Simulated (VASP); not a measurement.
Here is a VASP 6.6.1 calculation.

Contents of INCAR:

```
SYSTEM = SrCl2
PREC     = Accurate       ! precision mode
ENCUT    = 520            ! plane-wave cutoff, eV
EDIFF    = 1E-6           ! SCF threshold, eV
ISMEAR   = 0              ! smearing method
SIGMA    = 0.05           ! smearing width, eV
LREAL    = .False.        ! projectors in reciprocal space
LASPH    = .True.         ! aspherical terms in the spheres
NELM     = 60             ! most SCF steps
ALGO     = Normal         ! electronic algorithm
ISIF     = 2              ! what is computed and relaxed
LWAVE    = .False.        ! write WAVECAR
LCHARG   = .False.        ! write CHGCAR
GGA      = PE             ! functional
NBANDS   = 46             ! bands
```

File KPOINTS:

```
regular mesh
0
Gamma
  5 5 2
  0 0 0
```

File POSCAR:

```
SrCl2
1.0
    3.4855000000     -3.4855000000      0.0000000000
    3.4855000000      0.0000000000     -3.4855000000
   13.3613157000      3.7758421500      3.7758421500
Sr Cl
3 6
Direct
    0.5138680550      0.5138680550      0.1666833333
   -0.7639319450     -0.7639319450      0.8333500000
   -0.1250319450     -0.1250319450      0.5000166667
    0.2846930550      0.2846930550      0.4166833333
    0.9235930550     -0.0764069450      0.0833500000
   -0.3542069450     -0.3542069450      0.7500166667
   -0.1736569450     -0.1736569450      0.9166833333
    0.4652430550      0.4652430550      0.5833500000
    0.1041430550      0.1041430550      0.2500166667
```

Potentials or basis: VASP PAW PBE potentials, release 64 (Sr_sv, Cl).

Run with:

```sh
$ cat potpaw_PBE.64/Sr_sv/POTCAR potpaw_PBE.64/Cl/POTCAR > POTCAR
$ mpirun -np 1 vasp_std > vasp.out
```

Problem. What does it give for the largest force?

Solution. 0.962 eV/Å.

Problem. Predict the pressure.

Solution. 1.3 GPa.

Problem. What does it give for the band gap on the k mesh?

Solution. 4.89 eV (least direct gap 5.10 eV).

Forces on the atoms (eV/Å):
```
Sr   0.034 -0.010 -0.010
Sr  -0.034  0.010  0.010
Sr   0.000  0.000  0.000
Cl  -0.003 -0.008 -0.008
Cl   0.938 -0.150 -0.150
Cl  -0.031  0.016  0.016
Cl  -0.938  0.150  0.150
Cl   0.003  0.008  0.008
Cl   0.031 -0.016 -0.016
```

Caveat: the cell differs from its parent crystal (the part above a cut slid along it). A k mesh can miss the band edges.
